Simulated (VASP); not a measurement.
Wanted: the native input for a VASP 6.6.1 run.

```
Task                   : single point
Functional             : PBEsol
Potentials or basis    : VASP PAW PBE potentials, release 64 (Mo_sv)
Cutoff                 : 520 eV
k mesh                 : 9 × 9 × 1
Occupations            : gaussian, width 0.1 eV
Spin                   : no spin polarisation
Dipole correction      : yes
Further INCAR settings : ALGO = Normal; EDIFF = 1e-06; NBANDS = 103
```

The structure of Mo lies in POSCAR:

```
Mo
1.0
    4.4255081942      0.0000000000      0.0000000000
   -2.2127540971      3.8326025208      0.0000000000
    0.0000000000      0.0000000000     25.8402369282
Mo
13
Direct
    0.6666666667      0.3333333333      0.2902450167
    0.3333333333      0.6666666667      0.3252041806
    0.0000000000      0.0000000000      0.3601633445
    0.6666666667      0.3333333333      0.3951225084
    0.3333333333      0.6666666667      0.4300816722
    0.0000000000      0.0000000000      0.4650408361
    0.6666666667      0.3333333333      0.5000000000
    0.3333333333      0.6666666667      0.5349591639
    0.0000000000      0.0000000000      0.5699183278
    0.6666666667      0.3333333333      0.6048774916
    0.3333333333      0.6666666667      0.6398366555
    0.0000000000      0.0000000000      0.6747958194
    0.6666666667      0.3333333333      0.7097549833
```

One way to write it, as run:

INCAR

```
PREC = Accurate ; ENCUT = 520
EDIFF = 1E-6 ; ISMEAR = 0
SIGMA = 0.1 ; LREAL = False
LASPH = True ; NELM = 60
ALGO = Normal ; ISIF = 2
LWAVE = False ; LCHARG = False
LDIPOL = True ; IDIPOL = 3
DIPOL = 0.5 0.5 0.500 ; GGA = PS
NBANDS = 103
```

KPOINTS

```
regular mesh
0
Gamma
  9 9 1
```

Potentials or basis: VASP PAW PBE potentials, release 64 (Mo_sv).

Command:

```console
$ cat potpaw_PBE.64/Mo_sv/POTCAR > POTCAR
$ mpirun -np 1 vasp_std > vasp.out
```

It gave:

```yaml
Largest_force: 2.251 eV/Å
Band_gap_on_the_k_mesh: zero (bands 91 and 92 overlap by 0.07 eV)
```

Caveat: the PAW data sets were made with another functional, which shifts forces and pressure a little.

Wall time 49 min on 1 thread of Intel Xeon 8259CL (shared host), peak memory 0.72 GiB.
